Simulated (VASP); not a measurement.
# Zn in VASP: further runs, part 2 of 3

VASP 6.6.1.

### 4 Relaxation of cell and atoms, r2SCAN

This run uses another cell than the first one, of 15.81 Å³/atom, 1.062 times its volume.

Input file POSCAR:

```
Zn
1.0
    2.0175291720      1.1648210106      1.1213366593
   -2.0175291720      1.1648210106      1.1213366593
    0.0000000000     -2.3296420211      1.1213366593
Zn
1
Direct
    0.5000000000      0.5000000000      0.5000000000
```

Input file INCAR.step1:

```
PREC = Accurate ; ENCUT = 600
ISMEAR = 0 ; SIGMA = 0.1
LREAL = F ; LASPH = T
NELM = 60 ; GGA = PE
ALGO = Normal ; EDIFF = 1E-4
LWAVE = T ; LCHARG = F
```

Input file INCAR.step2:

```
PREC = Accurate ; ENCUT = 600
EDIFF = 1E-6 ; ISMEAR = 0
SIGMA = 0.1 ; LREAL = F
LASPH = T ; NELM = 60
ALGO = Normal ; ISIF = 3
LWAVE = F ; LCHARG = F
METAGGA = R2SCAN ; LMIXTAU = T
IBRION = 2 ; NSW = 90
EDIFFG = -0.04 ; ISTART = 1
```

Input file KPOINTS:

```
Automatic mesh
0
Gamma
  9 9 9
```

Potentials or basis: VASP PAW PBE potentials, release 64 (Zn).

The run is started by

```console
$ cat potpaw_PBE.64/Zn/POTCAR > POTCAR
$ cp INCAR.step1 INCAR
$ mpirun -np 1 vasp_std > vasp.out
$ cp INCAR.step2 INCAR
$ mpirun -np 1 vasp_std > vasp.out
```

OUTCAR:

```text
PREC = Accurate
   ENCUT = 600
   EDIFF = 1E-6
   ISMEAR = 0
   LREAL = F
   LASPH = T
   NELM = 60
   ISIF = 3
   METAGGA = R2SCAN
   IBRION = 2
   NSW = 90
   EDIFFG = -0.04
   ISTART = 1

 ion  position               nearest neighbor table
   1  0.500  0.500  0.500-

  LATTYP: Found a trigonal (rhomboedric) cell.
 ALAT       =     2.5854647261
 COS(alpha) =    -0.2178460944

  Lattice vectors:

 A1 = (   2.0175291720,   1.1648210106,   1.1213366593)
 A2 = (  -2.0175291720,   1.1648210106,   1.1213366593)
 A3 = (   0.0000000000,  -2.3296420211,   1.1213366593)

Analysis of symmetry for initial positions (statically):
=====================================================================
[... 364 lines left out ...]
 Fermi energy:         3.2000814461

 k-point     1 :       0.0000    0.0000    0.0000
  band No.  band energies     occupation
      1      -7.9003      2.00000
      2      -5.2457      2.00000
      3      -5.2457      2.00000
      4      -4.6627      2.00000
      5      -4.4018      2.00000
      6      -4.4018      2.00000
      7      20.8701      0.00000
      8      21.6401      0.00000
      9      21.6401      0.00000
     10      24.0292      0.00000
[... 287 lines left out ...]
 k-point    24 :       0.4444    0.4444   -0.0000
  band No.  band energies     occupation
      1      -5.6329      2.00000
      2      -5.3317      2.00000
      3      -4.5398      2.00000
      4      -4.4621      2.00000
      5      -4.1189      2.00000
      6       1.3393      2.00000
      7       3.8278      0.00000
      8       9.2327      0.00000
      9      18.3003      0.00000
     10      19.6182      0.00000

 [... further k-points ...]

------------------------ aborting loop because EDIFF is reached ----------------------------------------

  FORCE on cell =-STRESS in cart. coord.  units (eV):
  Direction    XX          YY          ZZ          XY          YZ          ZX
  --------------------------------------------------------------------------------------
  -------------------------------------------------------------------------------------
  Total        0.0322392      0.0322392     -0.0029614      0.0000000     -0.0000000      0.0000000
  in kB        3.4635101      3.4635101     -0.3181489      0.0000000     -0.0000000      0.0000000
  external PRESSURE =       2.2029571 kB  Pullay stress =       0.0000000 kB
[... 16 lines left out ...]
  FREE ENERGIE OF THE ION-ELECTRON SYSTEM (eV)
  ---------------------------------------------------
  free  energy   TOTEN  =        -8.7965333788 eV

  energy  without entropy=       -8.7959496653  energy(sigma->0) =       -8.79624152

 reached required accuracy - stopping structural energy minimisation
```

OSZICAR.step1:

```text
N       E                     dE             d eps       ncg     rms          rms(c)
DAV:   1     0.375037274246E+02    0.37504E+02   -0.71544E+03  1716   0.198E+03
DAV:   2    -0.290573826499E+00   -0.37794E+02   -0.36407E+02  1710   0.214E+02
DAV:   3    -0.106895568268E+01   -0.77838E+00   -0.77684E+00  1914   0.334E+01
DAV:   4    -0.107091691209E+01   -0.19612E-02   -0.19610E-02  1856   0.170E+00
DAV:   5    -0.107091889668E+01   -0.19846E-05   -0.19844E-05  1438   0.505E-02    0.263E+00
DAV:   6    -0.982709966004E+00    0.88209E-01   -0.55219E-01  1956   0.165E+01    0.195E+00
DAV:   7    -0.978136477426E+00    0.45735E-02   -0.10527E-02  1822   0.222E+00    0.989E-01
DAV:   8    -0.976151464461E+00    0.19850E-02   -0.13770E-03  1992   0.582E-01    0.338E-02
DAV:   9    -0.976161076801E+00   -0.96123E-05   -0.97257E-05  1018   0.170E-01
   1 F= -.97616108E+00 E0= -.97502946E+00  d E =-.226323E-02
```

It took 7 min on 1 thread of Intel Xeon Platinum 8488C (Sapphire Rapids), shared host; peak memory 0.16 GiB.

Results:

* Free energy: -8.7965 eV
* Relaxed volume: 14.91 Å³/atom
* Relaxed cell: a = 2.596 Å, b = 2.596 Å, c = 2.596 Å, α = 106.10°, β = 106.10°, γ = 106.10°
* Space group after relaxing (to 0.05 Å): R-3m (No. 166)
* Energy gained by relaxing: 65.2 meV/atom
* Ionic steps: 12
* Pressure after relaxing: 0.2 GPa
* Band gap on the k mesh: zero (band 6 reaches 6.51 eV, above the bottom of band 7 at 1.62 eV)

Stress tensor (GPa, compression positive):
```
 0.35  0.00  0.00
 0.00  0.35  0.00
 0.00  0.00 -0.03
```

The path:
```
step  energy change (eV)  largest force (eV/Å)  pressure (GPa)  volume (Å³)
   1              0.0000                0.0000           -0.22        15.81
   2             -0.0321                0.0000           -1.55        15.75
   3             -0.0529                0.0000           -2.64        15.65
   4             -0.0406                0.0000           -3.29        15.37
   5             -0.0444                0.0000           -3.27        15.45
   6             -0.0584                0.0000           -3.02        15.57
   7             -0.0585                0.0000           -2.96        15.59
   8             -0.0638                0.0000            0.90        14.74
   9             -0.0647                0.0000           -0.26        14.96
  10             -0.0647                0.0000           -0.58        14.99
  11             -0.0647                0.0000           -0.29        14.98
  12             -0.0652                0.0000            0.22        14.91
```

Final structure:
```
CELL_PARAMETERS angstrom
2.07456 1.19775 1.00031
-2.07456 1.19775 1.00031
0.00000 -2.39550 1.00031
ATOMIC_POSITIONS crystal
Zn 0.50000 0.50000 0.50000
```

Levels at points of the mesh, in eV from the Fermi level:
```csv
k point,band 3,band 4,band 5,band 6,band 7,band 8,band 9,band 10
"(0.00, 0.00, 0.00)",-8.45,-7.86,-7.60,-7.60,17.67,18.44,18.44,20.83
```

Caveat: the PAW data sets were made with another functional, which shifts forces and pressure a little.

### 5 Single point, r2SCAN

This run uses another cell than the first one: it holds 12 atoms, not 1.

Input file POSCAR:

```
Zn
1.0
    3.1786793800      1.8352113958      6.6045813314
   -3.1786793800      1.8352113958      6.6045813314
    0.0000000000     -3.6704227914      6.6045813314
Zn
12
Direct
    0.0394520865      0.6003084288      0.0394520865
    0.0394520865      0.0394520865      0.6003084288
    0.6003084288      0.0394520865      0.0394520865
    0.9605479135      0.3996915712      0.9605479135
    0.3996915712      0.9605479135      0.9605479135
    0.9605479135      0.9605479135      0.3996915712
    0.2311715577      0.6197034832      0.2311715577
    0.2311715577      0.2311715577      0.6197034832
    0.6197034832      0.2311715577      0.2311715577
    0.7688284423      0.3802965168      0.7688284423
    0.3802965168      0.7688284423      0.7688284423
    0.7688284423      0.7688284423      0.3802965168
```

Input file INCAR.step1:

```
PREC = Accurate
ENCUT = 520
ISMEAR = 0
SIGMA = 0.1
LREAL = False
LASPH = True
NELM = 100
NBANDS = 84
GGA = PE
ALGO = Normal
EDIFF = 1E-4
LWAVE = True
LCHARG = False
```

Input file INCAR.step2:

```
PREC = Accurate
ENCUT = 520
EDIFF = 1E-6
ISMEAR = 0
SIGMA = 0.1
LREAL = False
LASPH = True
NELM = 100
ALGO = Normal
ISIF = 2
LWAVE = False
LCHARG = False
METAGGA = R2SCAN
LMIXTAU = True
NBANDS = 84
ISTART = 1
```

Input file KPOINTS:

```
regular mesh
0
Gamma
  3 3 3
```

Potentials or basis: VASP PAW PBE potentials, release 64 (Zn).

The run is started by

```console
$ cat potpaw_PBE.64/Zn/POTCAR > POTCAR
$ cp INCAR.step1 INCAR
$ mpirun -np 1 vasp_std > vasp.out
$ cp INCAR.step2 INCAR
$ mpirun -np 1 vasp_std > vasp.out
```

OUTCAR:

```text
PREC = Accurate
   ENCUT = 520
   EDIFF = 1E-6
   ISMEAR = 0
   LREAL = False
   LASPH = True
   NELM = 100
   ISIF = 2
   METAGGA = R2SCAN
   ISTART = 1

 ion  position               nearest neighbor table
   1  0.039  0.600  0.039-   4 2.41  12 2.55  11 2.55   7 2.73   3 2.79   2 2.79
   2  0.039  0.039  0.600-   6 2.41  10 2.55  11 2.55   8 2.73   1 2.79   3 2.79
   3  0.600  0.039  0.039-   5 2.41  12 2.55  10 2.55   9 2.73   1 2.79   2 2.79
   4  0.961  0.400  0.961-   1 2.41   8 2.55   9 2.55  10 2.73   5 2.79   6 2.79
   5  0.400  0.961  0.961-   3 2.41   8 2.55   7 2.55  11 2.73   4 2.79   6 2.79
   6  0.961  0.961  0.400-   2 2.41   7 2.55   9 2.55  12 2.73   5 2.79   4 2.79
   7  0.231  0.620  0.231-   9 2.47   8 2.47  12 2.49  11 2.49   6 2.55   5 2.55   1 2.73
   8  0.231  0.231  0.620-   7 2.47   9 2.47  10 2.49  11 2.49   4 2.55   5 2.55   2 2.73
   9  0.620  0.231  0.231-   7 2.47   8 2.47  12 2.49  10 2.49   6 2.55   4 2.55   3 2.73
  10  0.769  0.380  0.769-  11 2.47  12 2.47   8 2.49   9 2.49   2 2.55   3 2.55   4 2.73
  11  0.380  0.769  0.769-  10 2.47  12 2.47   8 2.49   7 2.49   2 2.55   1 2.55   5 2.73
  12  0.769  0.769  0.380-  10 2.47  11 2.47   7 2.49   9 2.49   1 2.55   3 2.55   6 2.73

  LATTYP: Found a trigonal (rhomboedric) cell.
 ALAT       =     7.5559577838
 COS(alpha) =     0.6460479765

  Lattice vectors:

 A1 = (   3.1786793800,   1.8352113958,   6.6045813314)
 A2 = (  -3.1786793800,   1.8352113958,   6.6045813314)
 A3 = (   0.0000000000,  -3.6704227914,   6.6045813314)

Analysis of symmetry for initial positions (statically):
=====================================================================
 Subroutine PRICEL returns:
 Original cell was already a primitive cell.

 Routine SETGRP: Setting up the symmetry group for a
 trigonal (rhombohedral) supercell.

 Subroutine GETGRP returns: Found 12 space group operations
 (whereof 12 operations were pure point group operations)
 out of a pool of 12 trial point group operations.

The static configuration has the point symmetry D_3d.

Analysis of symmetry for dynamics (positions and initial velocities):
=====================================================================
 Subroutine PRICEL returns:
 Original cell was already a primitive cell.

 Routine SETGRP: Setting up the symmetry group for a
 trigonal (rhombohedral) supercell.

 Subroutine GETGRP returns: Found 12 space group operations
 (whereof 12 operations were pure point group operations)
 out of a pool of 12 trial point group operations.

The dynamic configuration has the point symmetry D_3d.

 Subroutine INISYM returns: Found 12 space group operations
 (whereof 12 operations are pure point group operations),
 and found     1 'primitive' translations

----------------------------------------------------------------------------------------

                                     Primitive cell

  volume of cell :     231.1689

  direct lattice vectors                    reciprocal lattice vectors
     3.178679380  1.835211396  6.604581331     0.157298029  0.090816059  0.050470017
    -3.178679380  1.835211396  6.604581331    -0.157298029  0.090816059  0.050470017
     0.000000000 -3.670422791  6.604581331     0.000000000 -0.181632118  0.050470017

  length of vectors
[... 67 lines left out ...]
   total plane-waves  NPLWV = 175616
   dimension x,y,z NGX =    56 NGY =   56 NGZ =   56
   dimension x,y,z NGXF=   112 NGYF=  112 NGZF=  112
   ions per type =              12
   NGX,Y,Z   is equivalent  to a cutoff of  12.32, 12.32, 12.32 a.u.
   NGXF,Y,Z  is equivalent  to a cutoff of  24.64, 24.64, 24.64 a.u.
 SYSTEM =  unknown system
   PREC   = accura    normal or accurate (medium, high low for compatibility)
   ISTART =      1    job   : 0-new  1-cont  2-samecut
   ICHARG =      0    charge: 1-file 2-atom 10-const
   ISPIN  =      1    spin polarized calculation?
   LNONCOLLINEAR =      F non collinear calculations
   LSORBIT =      F    spin-orbit coupling
   LASPH  =      T    aspherical Exc in radial PAW
   ENCUT  =  520.0 eV  38.22 Ry    6.18 a.u.  14.05 14.05 14.05*2*pi/ulx,y,z
   NELM   =    100;   NELMIN=  2; NELMDL=  0     # of ELM steps
   EDIFF  = 0.1E-05   stopping-criterion for ELM
   LREAL  =      F    real-space projection
   EDIFFG = 0.1E-04   stopping-criterion for IOM
   NSW    =      0    number of steps for IOM
   IBRION =     -1    ionic relax: 0-MD 1-quasi-New 2-CG
   NFREE  =      0    steps in history (QN), initial steepest desc. (CG)
   ISIF   =      2    stress and relaxation
   ISYM   =      2    0-nonsym 1-usesym 2-fastsym
   POTIM  = 0.5000    time-step for ionic-motion
   TEBEG  =    0.0;   TEEND  =   0.0 temperature during run
   PSTRESS=    0.0 pullay stress
   NELECT =     144.0000    total number of electrons
   NUPDOWN=      -1.0000    fix difference up-down
   EMIN   =  10.00;   EMAX   =-10.00  energy-range for DOS
   EFERMI =   0.00;   METHOD = LEGACY
   ISMEAR =     0;   SIGMA  =   0.10  broadening in eV -4-tet -1-fermi 0-gaus
   EFERMI_NEDOS =   21; number of points for ismear=-14 and -15
   IALGO  =     38    algorithm
   IMIX   =      4    mixing-type and parameters
     AMIX     =   0.40;   BMIX     =  1.00
     AMIX_MAG =   1.60;   BMIX_MAG =  1.00
  volume/ion in A,a.u.               =      19.26       130.00
  Fermi-wavevector in a.u.,A,eV,Ry     =   1.398146  2.642113 26.596837  1.954812
  Thomas-Fermi vector in A             =   2.521333
   LORBIT       =      0    0 simple, 1 ext, 2 COOP (PROOUT), +10 PAW based schemes
   METAGGA = R2SCAN    functional components
   LHFCALC =     F    Hartree Fock is set to
   AEXX    =    0.0000 exact exchange contribution
   IVDW    =     0    specifies the selected vdW correction
   LEPSILON=     F    determine dielectric tensor
   LRPA    =     F    only Hartree local field effects (RPA)
 non-spin polarized calculation
 Gauss-broadening in eV      SIGMA  =   0.10
  energy-cutoff  :      520.00
  volume of cell :      231.17
 maximum number of plane-waves:      6239
   NGX = 29   NGY = 29   NGZ = 29

 number of electron     144.0000027 magnetization

 Free energy of the ion-electron system (eV)
  ---------------------------------------------------
  ext. energy  EPLUGINS =         0.00000000
  ---------------------------------------------------
  free energy    TOTEN  =      -103.35603116 eV

  energy without entropy =     -103.34282337  energy(sigma->0) =     -103.34942727

 E-fermi :   1.1624     XC(G=0): -10.9064

 val. band max:        1.0702670732   @ k =  -0.3333   0.3333   0.3333
 cond. band min:       1.2519162353   @ k =  -0.3333   0.3333   0.0000
 fundamental gap:      0.1816491621
 Fermi energy:         1.1624402081

 k-point     1 :       0.0000    0.0000    0.0000
  band No.  band energies     occupation
      1      -8.4504      2.00000
      2      -7.3191      2.00000
      3      -7.2760      2.00000
      4      -7.2760      2.00000
      5      -7.2687      2.00000
      6      -7.0992      2.00000
[... 511 lines left out ...]
     83       5.9261      0.00000
     84       6.5263      0.00000

------------------------ aborting loop because EDIFF is reached ----------------------------------------

  FORCE on cell =-STRESS in cart. coord.  units (eV):
  Direction    XX          YY          ZZ          XY          YZ          ZX
  --------------------------------------------------------------------------------------
  -------------------------------------------------------------------------------------
  Total        0.4771225      0.4771225      0.5205995      0.0000000      0.0000000      0.0000000
  in kB        3.3068245      3.3068245      3.6081534      0.0000000      0.0000000      0.0000000
  external PRESSURE =       3.4072674 kB  Pullay stress =       0.0000000 kB

 VOLUME and BASIS-vectors are now :
 -----------------------------------------------------------------------------
  energy-cutoff  :      520.00
  volume of cell :      231.17
      direct lattice vectors                 reciprocal lattice vectors
     3.178679380  1.835211396  6.604581331     0.157298029  0.090816059  0.050470017
    -3.178679380  1.835211396  6.604581331    -0.157298029  0.090816059  0.050470017
     0.000000000 -3.670422791  6.604581331     0.000000000 -0.181632118  0.050470017

 POSITION                                       TOTAL-FORCE (eV/Angst)
 -----------------------------------------------------------------------------------
     -1.78278      1.02929      4.48591        -0.001898      0.001096     -0.014084
      0.00000     -2.05858      4.48591         0.000000     -0.002191     -0.014084
      1.78278      1.02929      4.48591         0.001898      0.001096     -0.014084
      1.78278     -1.02929     15.32783         0.001898     -0.001096      0.014084
     -1.78278     -1.02929     15.32783        -0.001898     -0.001096      0.014084
      0.00000      2.05858     15.32783         0.000000      0.002191      0.014084
     -1.23502      0.71304      7.14646         0.020457     -0.011811     -0.003280
      0.00000     -1.42608      7.14646         0.000000      0.023621     -0.003280
      1.23502      0.71304      7.14646        -0.020457     -0.011811     -0.003280
      1.23502     -0.71304     12.66728        -0.020457      0.011811      0.003280
     -1.23502     -0.71304     12.66728         0.020457      0.011811      0.003280
      0.00000      1.42608     12.66728         0.000000     -0.023621      0.003280
 -----------------------------------------------------------------------------------
    total drift:                                0.000000      0.000000      0.000000

  FREE ENERGIE OF THE ION-ELECTRON SYSTEM (eV)
  ---------------------------------------------------
  free  energy   TOTEN  =      -103.3560311635 eV

  energy  without entropy=     -103.3428233710  energy(sigma->0) =     -103.34942727
```

It took 13 min on 1 thread of AMD EPYC 7R43 (Zen 3), shared host; peak memory 0.44 GiB.

Results:

```
Free energy            : -103.3560 eV
Pressure               : 0.3 GPa
Largest force          : 0.024 eV/Å
Band gap on the k mesh : zero (band 72 reaches 1.25 eV, above the bottom of band 73 at 0.75 eV)
```

Forces in eV/Å, atoms in the order of the input:
```
Zn  -0.002  0.001 -0.014
Zn   0.000 -0.002 -0.014
Zn   0.002  0.001 -0.014
Zn   0.002 -0.001  0.014
Zn  -0.002 -0.001  0.014
Zn   0.000  0.002  0.014
Zn   0.020 -0.012 -0.003
Zn   0.000  0.024 -0.003
Zn  -0.020 -0.012 -0.003
Zn  -0.020  0.012  0.003
Zn   0.020  0.012  0.003
Zn   0.000 -0.024  0.003
```

Levels at points of the mesh, in eV from the Fermi level:
| k point | band 70 | band 71 | band 72 | band 73 | band 74 | band 75 |
| --- | --- | --- | --- | --- | --- | --- |
| (0.00, 0.00, 0.00) | -2.44 | -2.44 | -1.20 | -0.41 | -0.41 | 1.46 |

Caveat: the k points lie up to 0.39 Å⁻¹ apart; the PAW data sets were made with another functional, which shifts forces and pressure a little.

(Continued in part 3 of 3.)
